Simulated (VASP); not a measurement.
Set up this calculation in VASP 6.6.1, as the native input.

* Task: single point
* Functional: PBEsol
* Potentials or basis: VASP PAW PBE potentials, release 64 (Te, Sn_d)
* Cutoff: 520 eV
* k mesh: 6 × 6 × 6
* Occupations: fermi-dirac, width 0.05 eV
* Spin: no spin polarisation
* Dipole correction: no
* Further INCAR settings: ALGO = Normal; EDIFF = 1e-06; NBANDS = 32

The structure of Sn3Te lies in POSCAR:

```
Sn3Te
1.0
    4.5602051553      0.0000000000      0.0000000000
    0.0000000000      4.5602051553      0.0000000000
    0.0000000000      0.0000000000      4.5602051553
Te Sn
1 3
Direct
    0.0000000000      0.0000000000      0.0000000000
    0.0000000000      0.5000000000      0.5000000000
    0.5000000000      0.0000000000      0.5000000000
    0.5000000000      0.5000000000      0.0000000000
```

One way to write it, as run:

INCAR

```
SYSTEM = Sn3Te
PREC = Accurate
ENCUT = 520
EDIFF = 1E-6
ISMEAR = -1
SIGMA = 0.05
LREAL = .False.
LASPH = .True.
NELM = 80
ALGO = Normal
ISIF = 2
LWAVE = .False.
LCHARG = .False.
GGA = PS
NBANDS = 32
```

KPOINTS

```
Automatic mesh
0
Gamma
  6 6 6
  0 0 0
```

Potentials or basis: VASP PAW PBE potentials, release 64 (Te, Sn_d).

Run with:

```console
$ cat potpaw_PBE.64/Te/POTCAR potpaw_PBE.64/Sn_d/POTCAR > POTCAR
$ mpirun -np 1 vasp_std > vasp.out
```

It gave:

```yaml
Pressure: 10.0 GPa
Band_gap_on_the_k_mesh: zero (bands 24 and 25 overlap by 4.56 eV)
```

Caveat: the cell stands under pressure; the PAW data sets were made with another functional, which shifts forces and pressure a little; spin-orbit coupling is left out, which moves the levels of the heavy elements.

Run time: 23 s on 1 thread of Intel(R) Xeon(R) 6975P-C (Granite Rapids) (shared host), peak memory 0.22 GiB.
